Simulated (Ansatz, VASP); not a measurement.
**One calculation of CO2, two programs**

The input POSCAR:

```
CO2
1.0
    2.6429036700     -2.3798740826      0.0000000000
    2.6429036700      2.3798740826      0.0000000000
    0.0000000000      0.0000000000      6.4270335321
C O
2 4
Direct
    0.0000000000      0.0000000000      0.0000000000
    0.5000000000      0.5000000000      0.5000000000
    0.8037318778      0.1962681222      0.8928652518
    0.1962681222      0.8037318778      0.1071347482
    0.6962681222      0.3037318778      0.3928652518
    0.3037318778      0.6962681222      0.6071347482
```

INCAR.step1

```
SYSTEM = CO2
  ALGO = Normal
  EDIFF = 1E-4
  ENCUT = 520
  GGA = PE
  ISMEAR = 0
  LASPH = .True.
  LCHARG = .False.
  LREAL = .False.
  LWAVE = .True.
  NBANDS = 25
  NELM = 60
  PREC = Accurate
  SIGMA = 0.01
```

The input INCAR.step2:

```
SYSTEM = CO2
  ALGO = Normal
  EDIFF = 1E-6
  ENCUT = 520
  ISIF = 2
  ISMEAR = 0
  ISTART = 1
  LASPH = .True.
  LCHARG = .False.
  LMIXTAU = .True.
  LREAL = .False.
  LWAVE = .False.
  METAGGA = R2SCAN
  NBANDS = 25
  NELM = 60
  PREC = Accurate
  SIGMA = 0.01
```

The input KPOINTS:

```
k-points
0
Gamma
  8 8 4
  0 0 0
```

Input for Ansatz:

```yaml
crystal:
  lattice:
    - [2.64290367, -2.3798740826, 0.0]
    - [2.64290367, 2.3798740826, 0.0]
    - [0.0, 0.0, 6.4270335321]
  atoms:
    - { symbol: C, position: [0.0, 0.0, 0.0] }
    - { symbol: C, position: [0.5, 0.5, 0.5] }
    - { symbol: O, position: [0.8037318778, 0.1962681222, 0.8928652518] }
    - { symbol: O, position: [0.1962681222, 0.8037318778, 0.1071347482] }
    - { symbol: O, position: [0.6962681222, 0.3037318778, 0.3928652518] }
    - { symbol: O, position: [0.3037318778, 0.6962681222, 0.6071347482] }
kpoints:
  mp_grid: { grid: [8, 8, 4] }
  band_path:
    path:
      - [0.0, 0.0, 0.0]
      - [0.5, 0.5, 0.0]
      - [0.4527147264, 0.5472852736, 0.0]
      - [-0.4527147264, 0.4527147264, 0.0]
      - [0.0, 0.0, 0.5]
      - [-0.4527147264, 0.4527147264, 0.5]
      - [0.4527147264, 0.5472852736, 0.5]
      - [0.5, 0.5, 0.5]
      - [0.0, 0.5, 0.0]
    npoints: 1
hamiltonian:
  xc: r2scan
scf:
  occupations: { method: fixed }
  n_extra_bands: 5
output:
  forces: true
  stress: true
  eigenvalues: true
```

Alike in both runs: task single point; functional r2SCAN; k mesh 8 × 8 × 4; no spin polarisation.

|  | VASP | Ansatz |
| --- | --- | --- |
| version | VASP 6.6.1 | Ansatz 0.2.0 |
| potentials or method | VASP PAW PBE potentials, release 64 (C, O) | plane waves, PAW |
| plane-wave cutoff (eV) | 520 | 500 |
| occupations | gaussian, width 0.01 eV | fixed |
| valence electrons in the cell | 32 | 32 |

|  | VASP | Ansatz | Ansatz less VASP |
| --- | --- | --- | --- |
| gap on the k mesh at the Fermi level (eV) | 7.29 | 7.31 | +0.026 |
| pressure (GPa) | 2.6 | 0.6 | -2.04 |
| traceless stress, the component that is largest in VASP (GPa) | -2.13 | 0.24 | +2.367 |
| rms of the force components (eV/Å) | 0.334 | 0.037 | -0.2967 |

VASP's potentials were made for PBE, not for r2SCAN. Atom by atom the forces differ by 0.371 eV/Å (rms over components).

Noted on VASP's run: the standard files for N, O and F lose accuracy on very short bonds.
